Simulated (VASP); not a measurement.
The system is YAlC4N4.

```
Y Al C N
1.0
     7.77139    0.00000    0.00000
     0.00000    7.77139    0.00000
     0.00000    0.00000    3.66421
Y Al C N
1 1 4 4
Direct
  0.50000 0.50000 0.00000
  0.00000 0.00000 0.00000
  0.18194 0.81806 0.00000
  0.81806 0.18194 0.00000
  0.18194 0.18194 0.00000
  0.81806 0.81806 0.00000
  0.28877 0.71123 0.00000
  0.71123 0.28877 0.00000
  0.28877 0.28877 0.00000
  0.71123 0.71123 0.00000
```

| Quantity | Value |
| --- | --- |
| Program | VASP 6.6.1 |
| Task | relaxation of cell and atoms |
| Functional | PBE |
| Potentials or basis | VASP PAW PBE potentials, release 64 (Y_sv, Al, C, N) |
| Cutoff | 600 eV |
| k mesh | 2 × 2 × 6 |
| Occupations | gaussian, width 0.1 eV |
| Spin | no spin polarisation |

At the start: pressure 0.6 GPa; volume 22.13 Å³/atom.

Task: How do energy, volume and symmetry change on relaxing?

Result: Over 14 steps the energy falls by 3.6 meV/atom and the volume is 21.74 Å³/atom (-1.7 %); space group P4/mmm (No. 123, to 0.1 Å) before and after.

Step by step:
| step | energy change (eV) | largest force (eV/Å) | pressure (GPa) | volume (Å³) |
| --- | --- | --- | --- | --- |
| 1 | 0.0000 | 0.2467 | 0.61 | 221.30 |
| 2 | -0.0184 | 0.5486 | 0.07 | 223.99 |
| 3 | -0.0191 | 0.4533 | 0.14 | 223.57 |
| 4 | -0.0136 | 0.6891 | -1.36 | 224.85 |
| 5 | -0.0226 | 0.1038 | -0.44 | 224.06 |
| 6 | -0.0247 | 0.0864 | -0.39 | 223.71 |
| 7 | -0.0295 | 0.0312 | -0.31 | 222.67 |
| 8 | -0.0330 | 0.0777 | -0.09 | 220.60 |
| 9 | -0.0342 | 0.1521 | -0.17 | 220.00 |
| 10 | -0.0346 | 0.2702 | -0.27 | 219.31 |
| 11 | -0.0347 | 0.2578 | -0.26 | 219.22 |
| 12 | -0.0352 | 0.2208 | -0.21 | 218.97 |
| 13 | -0.0360 | 0.1464 | -0.12 | 218.46 |
| 14 | -0.0363 | 0.0330 | 0.08 | 217.44 |

Final structure:
```yaml
crystal:
  lattice:
    - [7.83191, 0.00000, 0.00000]
    - [0.00000, 7.83191, 0.00000]
    - [0.00000, 0.00000, 3.54493]
  atoms:
    - { symbol: Y, position: [0.50000, 0.50000, 0.00000] }
    - { symbol: Al, position: [0.00000, 0.00000, 0.00000] }
    - { symbol: C, position: [0.18108, 0.81892, 0.00000] }
    - { symbol: C, position: [0.81892, 0.18108, 0.00000] }
    - { symbol: C, position: [0.18108, 0.18108, 0.00000] }
    - { symbol: C, position: [0.81892, 0.81892, 0.00000] }
    - { symbol: N, position: [0.28700, 0.71300, 0.00000] }
    - { symbol: N, position: [0.71300, 0.28700, 0.00000] }
    - { symbol: N, position: [0.28700, 0.28700, 0.00000] }
    - { symbol: N, position: [0.71300, 0.71300, 0.00000] }
```
